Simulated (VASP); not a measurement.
The system is Sn3PbO4.

```
CELL_PARAMETERS angstrom
-2.77300 2.77300 4.92414
2.77300 -2.77300 4.92414
2.77300 2.77300 -4.92414
ATOMIC_POSITIONS crystal
Sn 0.13000 0.13000 0.00000
Sn 0.37000 0.87000 0.50000
Sn 0.87000 0.37000 0.50000
Pb 0.63000 0.63000 0.00000
O 0.50000 0.00000 0.00000
O 0.00000 0.50000 0.00000
O 0.50000 0.50000 0.50000
O 0.00000 0.00000 0.50000
```

* Program: VASP 6.6.1
* Task: relaxation of cell and atoms
* Functional: PBE
* Potentials or basis: VASP PAW PBE potentials, release 64 (Sn_d, Pb_d, O)
* Cutoff: 600 eV
* k mesh: 4 × 4 × 4
* Occupations: gaussian, width 0.1 eV
* Spin: no spin polarisation

At the start: pressure -0.3 GPa; volume 18.93 Å³/atom.

Task: How do energy, volume and symmetry change on relaxing?

Result: Over 13 steps the energy falls by 28.2 meV/atom and the volume is 19.67 Å³/atom (+3.9 %); space group I4mm (No. 107, to 0.05 Å).

The path:
```tsv
step	energy change (eV)	largest force (eV/Å)	pressure (GPa)	volume (Å³)
1	0.0000	1.1582	-0.34	151.46
2	-0.1894	0.3585	0.58	150.59
3	-0.1981	0.1912	0.93	150.35
4	-0.2045	0.2474	-0.48	152.81
5	-0.2053	0.1890	-0.14	152.19
6	-0.2109	0.1384	-0.06	152.70
7	-0.2169	0.1327	0.10	153.75
8	-0.2173	0.1470	0.16	154.11
9	-0.2216	0.1475	-0.05	155.29
10	-0.2224	0.1474	-0.17	156.04
11	-0.2238	0.1376	0.45	156.18
12	-0.2242	0.0985	0.26	156.13
13	-0.2258	0.0133	0.03	157.39
```

Final structure:
```xyz
8
Lattice="-2.7622 2.7622 5.1572 2.7622 -2.7622 5.1572 2.7622 2.7622 -5.1572" Properties=species:S:1:pos:R:3 pbc="T T T"
Sn    0.0000    0.0000    1.4520
Sn    2.7622    0.0000    3.7208
Sn    0.0000    2.7622    3.7208
Pb    0.0000    0.0000    6.4540
O    -1.3561    1.3561    2.6096
O     1.3561   -1.3561    2.6096
O     1.3561    1.3561    2.6096
O     1.4060    1.4060   -2.5476
```
